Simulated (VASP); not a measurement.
# ZrS (Fmmm) in VASP: notebook, part 2 of 2

VASP 6.6.1.

## 3. Single point, PBEsol

INCAR

```
SYSTEM = ZrS
PREC     = Accurate       ! precision mode
ENCUT    = 520            ! plane-wave cutoff, eV
EDIFF    = 1E-6           ! SCF threshold, eV
ISMEAR   = 0              ! smearing method
SIGMA    = 0.15           ! smearing width, eV
LREAL    = .FALSE.        ! projectors in reciprocal space
LASPH    = .TRUE.         ! aspherical terms in the spheres
NELM     = 100            ! most SCF steps
ALGO     = Normal         ! electronic algorithm
ISIF     = 2              ! what is computed and relaxed
LWAVE    = .FALSE.        ! write WAVECAR
LCHARG   = .TRUE.         ! write CHGCAR
GGA      = PS             ! functional
LELF     = .TRUE.         ! ELF
LVHAR    = .TRUE.       
NBANDS   = 16             ! bands
```

KPOINTS

```
Automatic mesh
0
G
  16 16 16
  0 0 0
```

POSCAR

```
ZrS
1.0
    0.0000000000      2.7126746864      2.4627329923
    2.5747223715      0.0000000000      2.4627329923
    2.5747223715      2.7126746864      0.0000000000
Zr S
1 1
Direct
    0.0000000000      0.0000000000      0.0000000000
    0.5000000000      0.5000000000      0.5000000000
```

Potentials or basis: VASP PAW PBE potentials, release 64 (Zr_sv, S).

Run with:

```sh
> cat potpaw_PBE.64/Zr_sv/POTCAR potpaw_PBE.64/S/POTCAR > POTCAR
> mpirun -np 1 vasp_std > vasp.out
```

OUTCAR:

```text
SYSTEM = ZrS
   PREC = Accurate
   ENCUT = 520
   EDIFF = 1E-6
   ISMEAR = 0
   LREAL = .FALSE.
   LASPH = .TRUE.
   NELM = 100
   ISIF = 2
   GGA = PS

 ion  position               nearest neighbor table
   1  0.000  0.000  0.000-   2 2.46   2 2.46   2 2.57   2 2.57   2 2.71   2 2.71
   2  0.500  0.500  0.500-   1 2.46   1 2.46   1 2.57   1 2.57   1 2.71   1 2.71

  LATTYP: Found a face centered orthorhombic cell.
 ALAT       =     4.9254659846
 B/A-ratio  =     1.0454736179
 C/A-ratio  =     1.1014895626

  Lattice vectors:

 A1 = (   2.5747223715,   2.7126746864,   0.0000000000)
 A2 = (   0.0000000000,   2.7126746864,   2.4627329923)
 A3 = (   2.5747223715,   0.0000000000,   2.4627329923)

Analysis of symmetry for initial positions (statically):
=====================================================================
 Subroutine PRICEL returns:
 Original cell was already a primitive cell.

 Routine SETGRP: Setting up the symmetry group for a
 face centered orthorhombic supercell.

 Subroutine GETGRP returns: Found  8 space group operations
 (whereof  8 operations were pure point group operations)
 out of a pool of  8 trial point group operations.

The static configuration has the point symmetry D_2h.

Analysis of symmetry for dynamics (positions and initial velocities):
=====================================================================
 Subroutine PRICEL returns:
 Original cell was already a primitive cell.

 Routine SETGRP: Setting up the symmetry group for a
 face centered orthorhombic supercell.

 Subroutine GETGRP returns: Found  8 space group operations
 (whereof  8 operations were pure point group operations)
 out of a pool of  8 trial point group operations.

The dynamic configuration has the point symmetry D_2h.

 Subroutine INISYM returns: Found  8 space group operations
 (whereof  8 operations are pure point group operations),
 and found     1 'primitive' translations

----------------------------------------------------------------------------------------

                                     Primitive cell

[... 112 lines left out ...]
  Fermi-wavevector in a.u.,A,eV,Ry     =   1.319189  2.492907 23.677687  1.740261
  Thomas-Fermi vector in A             =   2.449105
   LORBIT       =      0    0 simple, 1 ext, 2 COOP (PROOUT), +10 PAW based schemes
   GGA     = PS    functional components
   LHFCALC =     F    Hartree Fock is set to
   AEXX    =    0.0000 exact exchange contribution
   IVDW    =     0    specifies the selected vdW correction
   LEPSILON=     F    determine dielectric tensor
   LRPA    =     F    only Hartree local field effects (RPA)
 non-spin polarized calculation
 Gauss-broadening in eV      SIGMA  =   0.15
  energy-cutoff  :      520.00
  volume of cell :       34.40
 maximum number of plane-waves:       944
   NGX = 13   NGY = 13   NGZ = 13

 number of electron      17.9999999 magnetization

 Free energy of the ion-electron system (eV)
  ---------------------------------------------------
  ext. energy  EPLUGINS =         0.00000000
  ---------------------------------------------------
  free energy    TOTEN  =       -16.36509508 eV

  energy without entropy =      -16.35126719  energy(sigma->0) =      -16.35818114

 E-fermi :  11.1991     XC(G=0): -11.6917

 val. band max:       11.1907846849   @ k =   0.2500   0.0000   0.1250
 cond. band min:      11.1999965205   @ k =  -0.4375   0.1875   0.0625
 fundamental gap:      0.0092118356
 Fermi energy:        11.1991039522

 k-point     1 :       0.0000    0.0000    0.0000
  band No.  band energies     occupation
      1     -38.5215      2.00000
      2     -16.5755      2.00000
      3     -16.5236      2.00000
      4     -16.4952      2.00000
      5      -4.8403      2.00000
      6       7.5696      2.00000
[... 433 lines left out ...]
      3     -16.5504      2.00000
      4     -16.5060      2.00000
      5      -4.7123      2.00000
      6       6.8067      2.00000
[... 8 lines left out ...]
     15      18.8693      0.00000
     16      22.3572      0.00000

 [... further k-points ...]

------------------------ aborting loop because EDIFF is reached ----------------------------------------

  FORCE on cell =-STRESS in cart. coord.  units (eV):
  Direction    XX          YY          ZZ          XY          YZ          ZX
  --------------------------------------------------------------------------------------
  -------------------------------------------------------------------------------------
  Total        0.2232869     -2.2238771      4.1709344      0.0000000      0.0000000      0.0000000
  in kB       10.3991635   -103.5728499    194.2533403      0.0000000      0.0000000      0.0000000
  external PRESSURE =      33.6932180 kB  Pullay stress =       0.0000000 kB

 VOLUME and BASIS-vectors are now :
 -----------------------------------------------------------------------------
  energy-cutoff  :      520.00
  volume of cell :       34.40
      direct lattice vectors                 reciprocal lattice vectors
     0.000000000  2.712674686  2.462732992    -0.194195695  0.184319927  0.203026476
     2.574722372  0.000000000  2.462732992     0.194195695 -0.184319927  0.203026476
     2.574722372  2.712674686  0.000000000     0.194195695  0.184319927 -0.203026476

 POSITION                                       TOTAL-FORCE (eV/Angst)
 -----------------------------------------------------------------------------------
      0.00000      0.00000      0.00000         0.000000      0.000000      0.000000
      2.57472      2.71267      2.46273         0.000000     -0.000000      0.000000
 -----------------------------------------------------------------------------------
    total drift:                                0.000000      0.000000      0.000000

  FREE ENERGIE OF THE ION-ELECTRON SYSTEM (eV)
  ---------------------------------------------------
  free  energy   TOTEN  =       -16.3650950800 eV

  energy  without entropy=      -16.3512671920  energy(sigma->0) =      -16.35818114
```

OSZICAR:

```text
N       E                     dE             d eps       ncg     rms          rms(c)
DAV:   1     0.122538835689E+03    0.12254E+03   -0.96391E+03 19880   0.111E+03
DAV:   2    -0.120307462699E+02   -0.13457E+03   -0.12971E+03 26056   0.284E+02
DAV:   3    -0.171607656074E+02   -0.51300E+01   -0.50964E+01 31296   0.494E+01
DAV:   4    -0.172583994950E+02   -0.97634E-01   -0.97600E-01 25144   0.601E+00
DAV:   5    -0.172600455102E+02   -0.16460E-02   -0.16460E-02 29416   0.644E-01    0.179E+01
DAV:   6    -0.164077563594E+02    0.85229E+00   -0.17946E+00 24456   0.955E+00    0.824E+00
DAV:   7    -0.163708536340E+02    0.36903E-01   -0.20999E-01 29112   0.297E+00    0.310E+00
DAV:   8    -0.163657233288E+02    0.51303E-02   -0.29224E-02 23184   0.117E+00    0.367E-01
DAV:   9    -0.163651880173E+02    0.53531E-03   -0.40323E-03 24400   0.401E-01    0.152E-01
DAV:  10    -0.163651060756E+02    0.81942E-04   -0.46489E-04 24752   0.209E-01    0.539E-02
DAV:  11    -0.163650951949E+02    0.10881E-04   -0.51084E-05 25968   0.476E-02    0.354E-02
DAV:  12    -0.163650950800E+02    0.11496E-06   -0.23297E-06 24440   0.106E-02
   1 F= -.16365095E+02 E0= -.16358181E+02  d E =-.138279E-01
```

stdout:

```text
POSCAR found type information on POSCAR ZrS
 POSCAR found :  2 types and       2 ions
 scaLAPACK will be used
 -----------------------------------------------------------------------------
|                                                                             |
|                                                                             |
|     You enforced a specific xc type in the INCAR file but a different       |
|     I HOPE YOU KNOW WHAT YOU ARE DOING!                                     |
|                                                                             |
 -----------------------------------------------------------------------------

 LDA part: xc-table for (Slater+PW92), standard interpolation
 POSCAR, INCAR and KPOINTS ok, starting setup
 FFT: planning ... GRIDC
 FFT: planning ... GRID_SOFT
 FFT: planning ... GRID
 WAVECAR not read
 entering main loop
```

Wall time 5.1 min (1 thread of Intel Xeon Platinum 8259CL at 2.50GHz (Skylake/Cascade Lake), shared host); peak memory 0.43 GiB.

Results:

```
Free energy            : -16.3651 eV
Pressure               : 3.4 GPa
Band gap on the k mesh : zero (bands 9 and 10 overlap by 3.00 eV)
```

Levels at points of the mesh, in eV from the Fermi level:
```
           k point  band 5  band 6  band 7  band 8  band 9  band 10  band 11  band 12  band 13  band 14
(0.00, 0.00, 0.00)  -16.04   -3.63   -3.50   -3.30   -1.97    -1.39    -1.09    -0.92    -0.66     2.65
(0.50, 0.00, 0.00)  -14.23   -8.26   -6.21   -6.16    1.48     1.82     1.90     2.10     5.29     5.53
(0.50, 0.50, 0.00)  -15.12   -5.91   -4.67   -4.67   -3.64     0.78     2.20     2.73     3.09     3.88
(0.50, 0.00, 0.50)  -15.22   -6.60   -4.26   -4.13   -3.72     0.30     2.48     2.65     3.12     3.80
(0.00, 0.50, 0.50)  -15.16   -6.29   -4.48   -4.35   -3.63     0.44     2.17     2.89     3.12     3.91
```

Caveat: the cell differs from its parent crystal (strain +e along x and -e along y -0.0267, strain +e along z and -e/2 along x and y -0.0467); the stress differs along the axes, from -10 to 19 GPa; the PAW data sets were made with another functional, which shifts forces and pressure a little.
